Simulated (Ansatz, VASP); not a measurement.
Ga8N7 in VASP and in Ansatz

INCAR

```
SYSTEM = Ga8N7
PREC = Accurate ; ENCUT = 520
EDIFF = 1E-6 ; ISMEAR = 0
SIGMA = 0.01 ; LREAL = Auto
LASPH = .True. ; NELM = 150
ALGO = Normal ; ISIF = 2
LWAVE = .False. ; LCHARG = .False.
ISPIN = 2 ; MAGMOM = 0.75 0 0 0 0.75 0.75 0 0.75 0 0 0 0 0 0 0
LORBIT = 11 ; GGA = PE
IBRION = 2 ; NSW = 65
EDIFFG = -0.025
```

The input KPOINTS:

```
Automatic mesh
0
Gamma
  1 1 1
  0 0 0
```

Contents of POSCAR:

```
Ga8N7
1.0
    0.0000000000      0.0000000000      5.2431684095
    3.2183708159      5.5743817708      0.0000000000
   -6.4367416318     -0.0000000001      0.0000000000
Ga N
8 7
Direct
    0.5186865348      0.1666666667      0.3333333333
    0.4900468379      0.1649134100      0.8324567050
    0.4900468379      0.6675432950      0.3350865900
    0.4900468379      0.6675432950      0.8324567050
    1.0082200635      0.3366474413      0.6732948826
    1.0082200635      0.3366474413      0.1633525587
    0.9910269949      0.8333333333      0.6666666667
    1.0082200635      0.8267051174      0.1633525587
    0.8679006732      0.1693500298      0.8346750149
    0.8679006732      0.6653249851      0.3306499702
    0.8679006732      0.6653249851      0.8346750149
    0.3846441345      0.3270303802      0.6540607604
    0.3846441345      0.3270303802      0.1729696198
    0.3619862063      0.8333333333      0.6666666667
    0.3846441345      0.8459392396      0.1729696198
```

Input for Ansatz:

```yaml
crystal:
  lattice:
    - [0.0, 0.0, 5.2431684095]
    - [3.2183708159, 5.5743817708, 0.0]
    - [-6.4367416318, -1.0e-10, 0.0]
  atoms:
    - { symbol: Ga, position: [0.5186865348, 0.1666666667, 0.3333333333], spin: 0.75 }
    - { symbol: Ga, position: [0.4900468379, 0.16491341, 0.832456705] }
    - { symbol: Ga, position: [0.4900468379, 0.667543295, 0.33508659] }
    - { symbol: Ga, position: [0.4900468379, 0.667543295, 0.832456705] }
    - { symbol: Ga, position: [1.0082200635, 0.3366474413, 0.6732948826], spin: 0.75 }
    - { symbol: Ga, position: [1.0082200635, 0.3366474413, 0.1633525587], spin: 0.75 }
    - { symbol: Ga, position: [0.9910269949, 0.8333333333, 0.6666666667] }
    - { symbol: Ga, position: [1.0082200635, 0.8267051174, 0.1633525587], spin: 0.75 }
    - { symbol: "N", position: [0.8679006732, 0.1693500298, 0.8346750149] }
    - { symbol: "N", position: [0.8679006732, 0.6653249851, 0.3306499702] }
    - { symbol: "N", position: [0.8679006732, 0.6653249851, 0.8346750149] }
    - { symbol: "N", position: [0.3846441345, 0.3270303802, 0.6540607604] }
    - { symbol: "N", position: [0.3846441345, 0.3270303802, 0.1729696198] }
    - { symbol: "N", position: [0.3619862063, 0.8333333333, 0.6666666667] }
    - { symbol: "N", position: [0.3846441345, 0.8459392396, 0.1729696198] }
  host:
    lattice:
      - [3.2183708159, 0.0, 0.0]
      - [-1.609185408, 2.7871908854, 0.0]
      - [0.0, 0.0, 5.2431684095]
    atoms:
      - { symbol: Ga, position: [0.6666666667, 0.3333333333, 0.4991348631] }
      - { symbol: Ga, position: [0.3333333333, 0.6666666667, 0.9991348631] }
      - { symbol: "N", position: [0.6666666667, 0.3333333333, 0.8758651369] }
      - { symbol: "N", position: [0.3333333333, 0.6666666667, 0.3758651369] }
basis:
  ecutwfc: 420
  xc_grid: 2
kpoints:
  mp_grid: { grid: [1, 1, 1], shift: [0.0, 0.0, 0.0] }
hamiltonian:
  xc: pbe
scf:
  occupations: { method: gaussian, width: 0.01 }
output:
  forces: true
  stress: false
  eigenvalues: true
  populations: true
  charged_corrections:
    defect_position: [0.87586514, 0.16666667, 0.33333333]
    epsilon: [[10.4928, 0.0, 0.0], [0.0, 10.4928, 0.0], [0.0, 0.0, 11.6882]]
magnetization:
  spin_polarized: true
relax:
  adjacent_minimum: "off"
  f_tol: 0.025
  max_steps: 45
```

Change from the starting cell: N vacancy (site b), charge +0, atoms relaxed at the host's cell, started again with a moment of 3 muB.

Alike in both runs: task relaxation of the atoms; functional PBE; k mesh 1 × 1 × 1; occupations gaussian, width 0.01 eV; collinear spin.

|  | VASP | Ansatz |
| --- | --- | --- |
| version | VASP 6.6.1 | Ansatz 0.2.0 |
| potentials or method | VASP PAW PBE potentials, release 64 (Ga_d, N), cutoff 520 eV | scalar-relativistic, plane waves, PAW |
| valence electrons in the cell | 139 | 139 |

```tsv
	VASP	Ansatz	Ansatz less VASP
gap on the k mesh at the Fermi level, each at its own relaxed structure (eV)	0.40	0.41	+0.004
net moment per atom (μB)	0.07	0.07	0.000
size of the moment on the site where the two differ most (μB)	0.09	0.04	-0.055
```

Site moments also hang on the region over which each program counts them.

Noted on VASP's run: the relaxation stopped at its first step, so nothing moved.
